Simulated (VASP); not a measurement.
Wanted: the native input for a VASP 6.6.1 run.

```
Task                    : single point
Functional              : PBE
Potentials or basis     : VASP PAW PBE potentials, release 64 (Na_pv, Hg)
Cutoff                  : 520 eV
k mesh                  : 8 × 8 × 8
Occupations             : gaussian, width 0.1 eV
Spin                    : no spin polarisation
Dipole correction       : no
k mesh for the DOS      : 12 × 12 × 12
Occupations for the DOS : tetrahedron
Further INCAR settings  : ALGO = Normal; EDIFF = 1e-06
```

Crystal: Na4Hg.

```xyz
5
Lattice="5.8742 0.0000 0.0000 0.0000 5.8742 0.0000 0.0000 0.0000 5.8742" Properties=species:S:1:pos:R:3 pbc="T T T"
Na    0.0000    0.0000    0.0000
Na    0.0000    2.9371    2.9371
Na    2.9371    0.0000    2.9371
Na    2.9371    2.9371    0.0000
Hg    2.9371    2.9371    2.9371
```

One way to write it, as run:

POSCAR

```
Na4Hg
1.0
    5.8742039411      0.0000000000      0.0000000000
    0.0000000000      5.8742039411      0.0000000000
    0.0000000000      0.0000000000      5.8742039411
Na Hg
4 1
Direct
    0.0000000000      0.0000000000      0.0000000000
    0.0000000000      0.5000000000      0.5000000000
    0.5000000000      0.0000000000      0.5000000000
    0.5000000000      0.5000000000      0.0000000000
    0.5000000000      0.5000000000      0.5000000000
```

INCAR.step1

```
SYSTEM = Na4Hg
ALGO     = Normal         ! electronic algorithm
EDIFF    = 1E-6           ! SCF threshold, eV
ENCUT    = 520            ! plane-wave cutoff, eV
GGA      = PE             ! functional
ISIF     = 2              ! what is computed and relaxed
ISMEAR   = 0              ! smearing method
LASPH    = .True.         ! aspherical terms in the spheres
LCHARG   = .True.         ! write CHGCAR
LREAL    = .False.        ! projectors in reciprocal space
LWAVE    = .False.        ! write WAVECAR
NBANDS   = 28             ! bands
NELM     = 100            ! most SCF steps
PREC     = Accurate       ! precision mode
SIGMA    = 0.1            ! smearing width, eV
```

KPOINTS.step1

```
k-points
0
Gamma
  8 8 8
  0 0 0
```

INCAR.step2

```
SYSTEM = Na4Hg
ALGO     = Normal         ! electronic algorithm
EDIFF    = 1E-6           ! SCF threshold, eV
ENCUT    = 520            ! plane-wave cutoff, eV
GGA      = PE             ! functional
ICHARG   = 11             ! starting density
ISIF     = 2              ! what is computed and relaxed
ISMEAR   = -5             ! smearing method
LASPH    = .True.         ! aspherical terms in the spheres
LCHARG   = .False.        ! write CHGCAR
LORBIT   = 11             ! projections on sites
LREAL    = .False.        ! projectors in reciprocal space
LWAVE    = .False.        ! write WAVECAR
NEDOS    = 1001           ! points of the DOS
NELM     = 100            ! most SCF steps
PREC     = Accurate       ! precision mode
SIGMA    = 0.1            ! smearing width, eV
```

KPOINTS.step2

```
k-points
0
Gamma
  12 12 12
  0 0 0
```

Potentials or basis: VASP PAW PBE potentials, release 64 (Na_pv, Hg).

Run with:

```console
$ cat potpaw_PBE.64/Na_pv/POTCAR potpaw_PBE.64/Hg/POTCAR > POTCAR
$ cp INCAR.step1 INCAR
$ cp KPOINTS.step1 KPOINTS
$ mpirun -np 1 vasp_std > vasp.out
$ cp INCAR.step2 INCAR
$ cp KPOINTS.step2 KPOINTS
$ mpirun -np 1 vasp_std > vasp.out
```

Results of the run:

| Property | Result |
| --- | --- |
| Valence electrons inside the program's atomic spheres | Na 6.03, 6.06 (each value once); Hg 10.53 |

It took 7.6 min on 1 thread of AMD EPYC 7R43 64-Core Processor (Zen 3), on a shared host, peak memory 0.5 GiB.
